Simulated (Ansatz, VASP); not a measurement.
**One calculation of BaS, two programs**

INCAR

```
ALGO     = Normal         # electronic algorithm
EDIFF    = 1E-6           # SCF threshold, eV
ENCUT    = 520            # plane-wave cutoff, eV
GGA      = PE             # functional
ISIF     = 2              # what is computed and relaxed
ISMEAR   = -1             # smearing method
LASPH    = True           # aspherical terms in the spheres
LCHARG   = False          # write CHGCAR
LREAL    = False          # projectors in reciprocal space
LWAVE    = False          # write WAVECAR
NBANDS   = 15             # bands
NELM     = 100            # most SCF steps
PREC     = Accurate       # precision mode
SIGMA    = 0.02           # smearing width, eV
```

Contents of KPOINTS:

```
k-points
0
Gamma
  8 8 8
```

File POSCAR:

```
BaS
1.0
    0.0000000000      3.3081497501      3.1794439939
    3.3081497501      0.0000000000      3.1794439939
    3.3081497501      3.3081497501      0.0000000000
Ba S
1 1
Direct
    0.0000000000      0.0000000000      0.0000000000
    0.5000000000      0.5000000000      0.5000000000
```

Input for Ansatz:

```yaml
crystal:
  lattice:
    - [0.0, 3.3081497501, 3.1794439939]
    - [3.3081497501, 0.0, 3.1794439939]
    - [3.3081497501, 3.3081497501, 0.0]
  atoms:
    - { symbol: Ba, position: [0.0, 0.0, 0.0] }
    - { symbol: S, position: [0.5, 0.5, 0.5] }
kpoints:
  mp_grid: { grid: [8, 8, 8] }
  band_path:
    path:
      - [0.0, 0.0, 0.0]
      - [0.5, 0.0, 0.5]
      - [0.625, 0.25, 0.625]
      - [0.375, 0.375, 0.75]
      - [0.5, 0.5, 0.5]
      - [0.5, 0.25, 0.75]
      - [0.5, 0.5, 0.0]
    npoints: 1
hamiltonian:
  xc: pbe
scf:
  occupations: { method: fermi_dirac, width: 0.02 }
  n_extra_bands: 4
output:
  forces: true
  stress: true
  eigenvalues: true
  write_density: true
  write_potential: true
  elf: true
  volumetric_format: npy
```

Change from the starting cell: epitaxial_xy strain +3.0%.

Alike in both runs: task single point; functional PBE; k mesh 8 × 8 × 8; occupations fermi-dirac, width 0.02 eV; no spin polarisation.

|  | VASP | Ansatz |
| --- | --- | --- |
| version | VASP 6.6.1 | Ansatz 0.2.0 |
| potentials or method | VASP PAW PBE potentials, release 64 (Ba_sv, S) | plane waves, PAW |
| plane-wave cutoff (eV) | 520 | 420 |
| valence electrons in the cell | 16 | 16 |

Ansatz gave:

- gap on the k mesh at the Fermi level (eV): 2.20
- pressure (GPa): -1.6
- traceless stress, the component that is largest in VASP (GPa): 1.59

Q: What did VASP give for the same quantities?

A: gap on the k mesh at the Fermi level (eV): 2.11; pressure (GPa): -1.1; traceless stress, the component that is largest in VASP (GPa): 1.77.

With one functional, cell and mesh, what is left measures potentials, basis and numerics.

Spin-orbit coupling is off throughout.
